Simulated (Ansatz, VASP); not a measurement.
CoO in VASP and in Ansatz

```
Co O
1.0
     0.00000    2.11719    2.11719
     2.11719    0.00000    2.11719
     2.11719    2.11719    0.00000
Co O
1 1
Direct
  0.00000 0.00000 0.00000
  0.50000 0.50000 0.50000
```

Change from the starting cell: volume scaled by 0.98.

Alike in both runs: task single point; functional PBE; k mesh 16 × 16 × 16; occupations fermi-dirac, width 0.05 eV; collinear spin.

|  | VASP | Ansatz |
| --- | --- | --- |
| version | VASP 6.6.1 | Ansatz 0.2.0 |
| potentials or method | VASP PAW PBE potentials, release 64 (Co, O), cutoff 520 eV | all-electron LAPW, scalar-relativistic |

Ansatz gave:

- pressure (GPa): 1.5
- net moment per atom (μB): 1.44
- size of the moment on the site where the two differ most (μB): 2.56

**Question.** What did VASP give for the same quantities?

**Answer.** Pressure (GPa): 0.9; net moment per atom (μB): 1.42; size of the moment on the site where the two differ most (μB): 2.51.

Site moments also hang on the region over which each program counts them. Ansatz ran all-electron here, and VASP with PAW potentials.
